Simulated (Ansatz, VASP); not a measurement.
## One calculation of B, two programs

```
B
1.0
     1.46254   -1.72810    0.00000
     1.46254    1.72810    0.00000
     0.00000    0.00000    5.46704
B
4
Cartesian
  1.4625 1.0177 0.5233
  1.4625 -1.0177 3.2568
  1.4625 1.0177 2.2102
  1.4625 -1.0177 4.9437
```

Alike in both runs: functional PBE; k mesh 20 × 20 × 8; occupations gaussian, width 0.1 eV; no spin polarisation.

Ansatz relaxed the structure, and its values are those at the end. VASP's run is a single point on that final structure, the one shown.

|  | VASP | Ansatz |
| --- | --- | --- |
| version | VASP 6.6.1 | Ansatz 0.2.0 |
| potentials or method | VASP PAW PBE potentials, release 64 (B), cutoff 520 eV | scalar-relativistic, plane waves, PAW |
| valence electrons in the cell | 12 | 12 |

```tsv
	VASP	Ansatz	Ansatz less VASP
gap on the k mesh at the Fermi level (eV)	none	none	-
pressure (GPa)	0.0	0.0	+0.03
```

A gap of «none» marks a metal or a gap that the smearing closes.
